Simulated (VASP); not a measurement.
Wanted: the native input for a VASP 6.6.1 run.

```yaml
Task: single point
Functional: PBE
Potentials_or_basis: VASP PAW PBE potentials, release 64 (Al)
Cutoff: 520 eV
k_mesh: 26 × 26 × 26
Occupations: gaussian, width 0.1 eV
Spin: no spin polarisation
Dipole_correction: no
Further_INCAR_settings: ALGO = Fast; EDIFF = 1e-07; NBANDS = 10
```

The structure of Al lies in POSCAR:

```
Al
1.0
   -1.4130966121      1.4130966121      4.6756344681
    1.4130966121     -1.4130966121      4.6756344681
    1.4130966121      1.4130966121     -4.6756344681
Al
2
Direct
    0.3567679091      0.3567679091      0.0000000000
    0.6432320909      0.6432320909      0.0000000000
```

The cell was built from a structure type or drawn by symmetry, and may not be a known phase.

One way to write it, as run:

INCAR

```
SYSTEM = Al
PREC     = Accurate       ! precision mode
ENCUT    = 520            ! plane-wave cutoff, eV
EDIFF    = 1E-7           ! SCF threshold, eV
ISMEAR   = 0              ! smearing method
SIGMA    = 0.1            ! smearing width, eV
LREAL    = .False.        ! projectors in reciprocal space
LASPH    = .True.         ! aspherical terms in the spheres
NELM     = 80             ! most SCF steps
ALGO     = Fast           ! electronic algorithm
ISIF     = 2              ! what is computed and relaxed
LWAVE    = .False.        ! write WAVECAR
LCHARG   = .False.        ! write CHGCAR
GGA      = PE             ! functional
NBANDS   = 10             ! bands
```

KPOINTS

```
Automatic mesh
0
Gamma
  26 26 26
  0 0 0
```

Potentials or basis: VASP PAW PBE potentials, release 64 (Al).

Command:

```bash
$ cat potpaw_PBE.64/Al/POTCAR > POTCAR
$ mpirun -np 1 vasp_std > vasp.out
```

Results of the run:

```
Pressure               : 0.0 GPa
Band gap on the k mesh : zero (bands 3 and 4 overlap by 5.36 eV)
```

Run time: 16 min on 1 thread of Intel(R) Xeon(R) Platinum 8375C CPU @ 2.90GHz (Ice Lake), with other jobs on the host, peak memory 0.56 GiB.
